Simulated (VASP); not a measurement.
# C6N in VASP: single point with PBE+D3(BJ)

Aim: the single point of C6N with PBE+D3(BJ).

Everything below comes from runs of VASP 6.6.1. Logs are shortened: lines on timing, memory, paths and dates and some standing lists are left out, and cuts for length are marked.

## Step 1: The cell of the first run

The cell holds a slab with vacuum, 7 atoms: a = 2.465 Å, b = 2.465 Å, c = 25.699 Å, α = 90.00°, β = 90.00°, γ = 120.00°.

## Step 2: Single point, PBE+D3(BJ), collinear spin, ferromagnetic start

The input, INCAR:

```
SYSTEM = C6N
PREC = Accurate ; ENCUT = 520
EDIFF = 1E-7 ; ISMEAR = 0
SIGMA = 0.05 ; LREAL = .FALSE.
LASPH = .TRUE. ; NELM = 150
ALGO = Normal ; ISIF = 2
LWAVE = .FALSE. ; LCHARG = .TRUE.
ISPIN = 2 ; MAGMOM = 0 0 0 0 0 0 3
LORBIT = 11 ; LDIPOL = .TRUE.
IDIPOL = 3 ; DIPOL = 0.5 0.5 0.498
GGA = PE ; IVDW = 12
LELF = .TRUE. ; LVHAR = .TRUE.
LVACPOTAV = .TRUE. ; NBANDS = 28
```

The input, KPOINTS:

```
Automatic mesh
0
G
  12 12 1
  0 0 0
```

The input, POSCAR:

```
C6N
1.0
    2.4650495083      0.0000000000      0.0000000000
   -1.2325247542      2.1347954958      0.0000000000
    0.0000000000      0.0000000000     25.6987123419
C N
6 1
Direct
    0.6666666667      0.3333333333      0.3307558716
    0.3333333333      0.6666666667      0.3308185209
    0.3333333333      0.6666666667      0.4618559274
    0.0000000000      0.0000000000      0.4618974608
    0.0000000000      0.0000000000      0.5940017740
    0.6666666667      0.3333333333      0.5939952544
    0.3333333333      0.6666666667      0.7159897766
```

Potentials or basis: VASP PAW PBE potentials, release 64 (C, N).

Launch:

```
$ cat potpaw_PBE.64/C/POTCAR potpaw_PBE.64/N/POTCAR > POTCAR
$ mpirun -np 1 vasp_std > vasp.out
```

OUTCAR:

```text
SYSTEM = C6N
   PREC = Accurate
   ENCUT = 520
   EDIFF = 1E-7
   ISMEAR = 0
   LREAL = .FALSE.
   LASPH = .TRUE.
   NELM = 150
   ISIF = 2
   ISPIN = 2
   LORBIT = 11
   GGA = PE
   IVDW = 12
 IVDW          = 12

 ion  position               nearest neighbor table
   1  0.667  0.333  0.331-   2 1.42   2 1.42   2 1.42
   2  0.333  0.667  0.331-   1 1.42   1 1.42   1 1.42
   3  0.333  0.667  0.462-   4 1.42   4 1.42   4 1.42
   4  0.000  0.000  0.462-   3 1.42   3 1.42   3 1.42
   5  0.000  0.000  0.594-   6 1.42   6 1.42   6 1.42
   6  0.667  0.333  0.594-   5 1.42   5 1.42   5 1.42
   7  0.333  0.667  0.716-

  LATTYP: Found a hexagonal cell.
 ALAT       =     2.4650495083
 C/A-ratio  =    10.4252317267

  Lattice vectors:

 A1 = (   2.4650495083,   0.0000000000,   0.0000000000)
 A2 = (  -1.2325247542,   2.1347954958,   0.0000000000)
 A3 = (   0.0000000000,   0.0000000000,  25.6987123419)

Analysis of symmetry for initial positions (statically):
=====================================================================
 Subroutine PRICEL returns:
 Original cell was already a primitive cell.

 Routine SETGRP: Setting up the symmetry group for a
 hexagonal supercell.

 Subroutine GETGRP returns: Found  6 space group operations
 (whereof  6 operations were pure point group operations)
 out of a pool of 24 trial point group operations.

The static configuration has the point symmetry C_3v.

Analysis of symmetry for dynamics (positions and initial velocities):
=====================================================================
 Subroutine PRICEL returns:
 Original cell was already a primitive cell.

 Routine SETGRP: Setting up the symmetry group for a
 hexagonal supercell.

 Subroutine GETGRP returns: Found  6 space group operations
 (whereof  6 operations were pure point group operations)
 out of a pool of 24 trial point group operations.

The dynamic configuration has the point symmetry C_3v.

Analysis of structural, dynamic, and magnetic symmetry:
=====================================================================
 Subroutine PRICEL returns:
 Original cell was already a primitive cell.

 Routine SETGRP: Setting up the symmetry group for a
 hexagonal supercell.

 Subroutine GETGRP returns: Found  6 space group operations
 (whereof  6 operations were pure point group operations)
 out of a pool of 24 trial point group operations.

The overall configuration has the point symmetry C_3v.

 Subroutine INISYM returns: Found  6 space group operations
 (whereof  6 operations are pure point group operations),
 and found     1 'primitive' translations

----------------------------------------------------------------------------------------

                                     Primitive cell

  volume of cell :     135.2363

  direct lattice vectors                    reciprocal lattice vectors
     2.465049508  0.000000000  0.000000000     0.405671365  0.234214472  0.000000000
    -1.232524754  2.134795496  0.000000000     0.000000000  0.468428944  0.000000000
     0.000000000  0.000000000 25.698712342     0.000000000  0.000000000  0.038912455

  length of vectors
     2.465049508  2.465049508 25.698712342     0.468428944  0.468428944  0.038912455

  position of ions in fractional coordinates (direct lattice)
     0.666666667  0.333333333  0.330755872
     0.333333333  0.666666667  0.330818521
     0.333333333  0.666666667  0.461855927
     0.000000000  0.000000000  0.461897461
     0.000000000  0.000000000  0.594001774
     0.666666667  0.333333333  0.593995254
     0.333333333  0.666666667  0.715989777

  ion indices of the primitive-cell ions
   primitive index   ion index
                 1           1
                 2           2
                 3           3
                 4           4
                 5           5
                 6           6
                 7           7

----------------------------------------------------------------------------------------

 KPOINTS: Automatic mesh

Automatic generation of k-mesh.
 Grid dimensions read from file:
 generate k-points for:   12   12    1

 Generating k-lattice:

  Cartesian coordinates                     Fractional coordinates (reciprocal lattice)
     0.033805947  0.019517873  0.000000000     0.083333333  0.000000000  0.000000000
     0.000000000  0.039035745  0.000000000     0.000000000  0.083333333  0.000000000
     0.000000000  0.000000000  0.038912455     0.000000000  0.000000000  1.000000000

  Length of vectors
     0.039035745  0.039035745  0.038912455

  Shift w.r.t. Gamma in fractional coordinates (k-lattice)
     0.000000000  0.000000000  0.000000000

 Subroutine IBZKPT returns following result:
 ===========================================

 Found     19 irreducible k-points:

 Following reciprocal coordinates:
            Coordinates               Weight
  0.000000  0.000000  0.000000      1.000000
  0.083333  0.000000  0.000000      6.000000
  0.166667  0.000000  0.000000      6.000000
  0.250000  0.000000  0.000000      6.000000
  0.333333  0.000000  0.000000      6.000000
  0.416667  0.000000  0.000000      6.000000
[... 11 lines left out ...]
  0.333333  0.250000  0.000000     12.000000
  0.333333  0.333333  0.000000      2.000000
   k-points           NKPTS =     19   k-points in BZ     NKDIM =     19   number of bands    NBANDS=     28
   number of dos      NEDOS =    301   number of ions     NIONS =      7
   total plane-waves  NPLWV =  62208
   dimension x,y,z NGX =    18 NGY =   18 NGZ =  192
   dimension x,y,z NGXF=    36 NGYF=   36 NGZF=  384
   ions per type =               6   1
   NGX,Y,Z   is equivalent  to a cutoff of  12.14, 12.14, 12.42 a.u.
   NGXF,Y,Z  is equivalent  to a cutoff of  24.28, 24.28, 24.84 a.u.
 SYSTEM =  C6N
   PREC   = accura    normal or accurate (medium, high low for compatibility)
   ISTART =      0    job   : 0-new  1-cont  2-samecut
   ICHARG =      2    charge: 1-file 2-atom 10-const
   ISPIN  =      2    spin polarized calculation?
   LNONCOLLINEAR =      F non collinear calculations
   LSORBIT =      F    spin-orbit coupling
   LASPH  =      T    aspherical Exc in radial PAW
   ENCUT  =  520.0 eV  38.22 Ry    6.18 a.u.   4.58  4.58 47.78*2*pi/ulx,y,z
   NELM   =    150;   NELMIN=  2; NELMDL= -5     # of ELM steps
   EDIFF  = 0.1E-06   stopping-criterion for ELM
   LREAL  =      F    real-space projection
   EDIFFG = 0.1E-05   stopping-criterion for IOM
   NSW    =      0    number of steps for IOM
   IBRION =     -1    ionic relax: 0-MD 1-quasi-New 2-CG
   NFREE  =      0    steps in history (QN), initial steepest desc. (CG)
   ISIF   =      2    stress and relaxation
   ISYM   =      2    0-nonsym 1-usesym 2-fastsym
   POTIM  = 0.5000    time-step for ionic-motion
   TEBEG  =    0.0;   TEEND  =   0.0 temperature during run
   PSTRESS=    0.0 pullay stress
   NELECT =      29.0000    total number of electrons
   NUPDOWN=      -1.0000    fix difference up-down
   EMIN   =  10.00;   EMAX   =-10.00  energy-range for DOS
   EFERMI =   0.00;   METHOD = LEGACY
   ISMEAR =     0;   SIGMA  =   0.05  broadening in eV -4-tet -1-fermi 0-gaus
   EFERMI_NEDOS =   21; number of points for ismear=-14 and -15
   IALGO  =     38    algorithm
   IMIX   =      4    mixing-type and parameters
     AMIX     =   0.40;   BMIX     =  1.00
     AMIX_MAG =   1.60;   BMIX_MAG =  1.00
  volume/ion in A,a.u.               =      19.32       130.37
  Fermi-wavevector in a.u.,A,eV,Ry     =   0.979888  1.851720 13.064046  0.960180
  Thomas-Fermi vector in A             =   2.110776
   LORBIT       =     11    0 simple, 1 ext, 2 COOP (PROOUT), +10 PAW based schemes
   GGA     = PE    functional components
   LHFCALC =     F    Hartree Fock is set to
   AEXX    =    0.0000 exact exchange contribution
   IVDW    =    12    specifies the selected vdW correction
   LEPSILON=     F    determine dielectric tensor
   LRPA    =     F    only Hartree local field effects (RPA)
 spin polarized calculation
 Gauss-broadening in eV      SIGMA  =   0.05
  energy-cutoff  :      520.00
  volume of cell :      135.24
 maximum number of plane-waves:      3688
   NGX =  9   NGY =  9   NGZ = 95

 dipolmoment           0.000000      0.000000     -0.019640 electrons x Angstroem

 number of electron      28.9999991 magnetization       1.2259302

 dipolmoment           0.000000      0.000000      0.076694 electrons x Angstroem

 Free energy of the ion-electron system (eV)
  ---------------------------------------------------
  ext. energy  EPLUGINS =         0.00000000
  ---------------------------------------------------
  free energy    TOTEN  =       -58.51278500 eV

  energy without entropy =      -58.51138629  energy(sigma->0) =      -58.51208565

 E-fermi :  -1.1418     XC(G=0):  -5.3713

 val. band max:       -1.2601871963   @ k =   0.0833   0.0833   0.0000
 cond. band min:      -1.1315734541   @ k =   0.1667   0.0000   0.0000
 fundamental gap:      0.1286137422
 Fermi energy:        -1.1418249295

 spin component 1

 k-point     1 :       0.0000    0.0000    0.0000
  band No.  band energies     occupation
      1     -20.6707      1.00000
      2     -20.4812      1.00000
      3     -19.9507      1.00000
      4     -16.0229      1.00000
      5      -9.2044      1.00000
      6      -8.4253      1.00000
[... 18 lines left out ...]
     25       7.3431      0.00000
     26       7.3431      0.00000

 k-point     2 :       0.0833    0.0000    0.0000
  band No.  band energies     occupation
      1     -20.5059      1.00000
      2     -20.3174      1.00000
      3     -19.7868      1.00000
      4     -15.8865      1.00000
      5      -9.0052      1.00000
      6      -8.2302      1.00000
[... 18 lines left out ...]
     25       7.9042      0.00000
[... 463 lines left out ...]
     25      11.5654      0.00000
     26      11.7905      0.00000

 k-point    19 :       0.3333    0.3333    0.0000
  band No.  band energies     occupation
      1     -13.7223      1.00000
      2     -13.7087      1.00000
      3     -13.5816      1.00000
      4     -13.5611      1.00000
      5     -13.0325      1.00000
      6     -13.0304      1.00000
[... 18 lines left out ...]
     25      11.8636      0.00000
     26      12.8527      0.00000
 Fermi energy:        -1.1418249295

 spin component 2

 k-point     1 :       0.0000    0.0000    0.0000
  band No.  band energies     occupation
      1     -20.6706      1.00000
      2     -20.4806      1.00000
      3     -19.9443      1.00000
      4     -14.3887      1.00000
      5      -9.2019      1.00000
      6      -8.4141      1.00000
[... 18 lines left out ...]
     25       7.3434      0.00000
     26       7.3434      0.00000

 k-point     2 :       0.0833    0.0000    0.0000
  band No.  band energies     occupation
      1     -20.5058      1.00000
      2     -20.3168      1.00000
      3     -19.7803      1.00000
      4     -14.2428      1.00000
      5      -9.0027      1.00000
      6      -8.2190      1.00000
[... 18 lines left out ...]
     25       7.9043      0.00000
[... 463 lines left out ...]
     25      11.5776      0.00000
     26      11.8429      0.00000

 k-point    19 :       0.3333    0.3333    0.0000
  band No.  band energies     occupation
      1     -13.7223      1.00000
      2     -13.7087      1.00000
      3     -13.5801      1.00000
      4     -13.5612      1.00000
      5     -13.0265      1.00000
      6     -13.0241      1.00000
[... 18 lines left out ...]
     25      11.8759      0.00000
     26      12.9150      0.00000
 [bands above 26 left out]

------------------------ aborting loop because EDIFF is reached ----------------------------------------

 Edisp (eV)   -0.91544

 E8    (eV) :    -0.2634

  FORCE on cell =-STRESS in cart. coord.  units (eV):
  Direction    XX          YY          ZZ          XY          YZ          ZX
  --------------------------------------------------------------------------------------
  -------------------------------------------------------------------------------------
  Total      -2.52887    -2.52887    -0.03579     0.00000     0.00000    -0.00000
  in kB     -29.96015   -29.96015    -0.42406     0.00000     0.00000    -0.00000
  external pressure =      -20.11 kB  Pullay stress =        0.00 kB

 VOLUME and BASIS-vectors are now :
 -----------------------------------------------------------------------------
  energy-cutoff  :      520.00
  volume of cell :      135.24
      direct lattice vectors                 reciprocal lattice vectors
     2.465049508  0.000000000  0.000000000     0.405671365  0.234214472  0.000000000
    -1.232524754  2.134795496  0.000000000     0.000000000  0.468428944  0.000000000
     0.000000000  0.000000000 25.698712342     0.000000000  0.000000000  0.038912455

 POSITION                                       TOTAL-FORCE (eV/Angst)
 -----------------------------------------------------------------------------------
      1.23252      0.71160      8.50000         0.000000     -0.000000      0.011520
     -0.00000      1.42320      8.50161        -0.000000      0.000000     -0.013466
     -0.00000      1.42320     11.86910        -0.000000     -0.000000     -0.003126
      0.00000      0.00000     11.87017        -0.000000      0.000000      0.003601
      0.00000      0.00000     15.26508         0.000000      0.000000     -0.002938
      1.23252      0.71160     15.26491         0.000000     -0.000000      0.004590
     -0.00000      1.42320     18.40002        -0.000000      0.000000     -0.000180
 -----------------------------------------------------------------------------------
    total drift:                                0.000000     -0.000000      0.000225

  FREE ENERGIE OF THE ION-ELECTRON SYSTEM (eV)
  ---------------------------------------------------
  free  energy   TOTEN  =       -59.4282217035 eV

  energy  without entropy=      -59.4268229901  energy(sigma->0) =      -59.42752235

 vacuum level on the upper side and lower side of the slab         5.790         3.153

 total charge

# of ion       s       p       d       tot
------------------------------------------
    1        0.863   1.787   0.000   2.651
    2        0.863   1.787   0.000   2.651
    3        0.863   1.787   0.000   2.651
    4        0.864   1.786   0.000   2.650
    5        0.864   1.784   0.000   2.648
    6        0.864   1.785   0.000   2.649
    7        1.394   1.821   0.000   3.215
--------------------------------------------------
tot          6.576  12.538   0.000  19.114

 magnetization (x)

# of ion       s       p       d       tot
------------------------------------------
    1       -0.000  -0.000   0.000  -0.000
    2        0.000   0.000   0.000   0.000
    3       -0.000  -0.000   0.000  -0.000
    4        0.000   0.001   0.000   0.001
    5        0.000   0.003   0.000   0.003
    6        0.000   0.003   0.000   0.003
    7        0.023   0.819   0.000   0.842
--------------------------------------------------
tot          0.024   0.825   0.000   0.848
```

Run time: 3.7 min. Hardware: 1 thread of AMD EPYC 9R45 (Zen 5), shared host; peak memory 0.32 GiB.

What came out:

* Free energy: -59.4282 eV
* Largest force: 0.013 eV/Å
* Net moment: 1.23 μB per cell
* Site moments: C -0.00, +0.00; N +0.84 μB
* Valence electrons inside the program's atomic spheres: C 2.65; N 3.21
* Dispersion energy per atom: -0.131 eV

Forces in eV/Å, atoms in the order of the input:
```
C    0.000  0.000  0.012
C    0.000  0.000 -0.013
C    0.000  0.000 -0.003
C    0.000  0.000  0.004
C    0.000  0.000 -0.003
C    0.000  0.000  0.005
N    0.000  0.000  0.000
```

Levels at points of the mesh, in eV from the Fermi level:
Spin up:
```csv
k point,band 11,band 12,band 13,band 14,band 15,band 16,band 17,band 18,band 19,band 20
"(0.00, 0.00, 0.00)",-2.87,-2.87,-2.34,-2.34,2.18,2.18,3.62,5.04,5.65,6.57
"(0.50, 0.00, 0.00)",-3.93,-2.48,-2.15,-1.58,-1.22,0.96,1.61,1.98,2.53,7.36
```
Spin down:
| k point | band 11 | band 12 | band 13 | band 14 | band 15 | band 16 | band 17 | band 18 |
| --- | --- | --- | --- | --- | --- | --- | --- | --- |
| (0.00, 0.00, 0.00) | -2.87 | -2.33 | -2.33 | -0.52 | 3.53 | 3.53 | 3.61 | 4.99 |
| (0.50, 0.00, 0.00) | -2.98 | -2.48 | -2.14 | -1.56 | 1.60 | 1.80 | 2.01 | 2.24 |
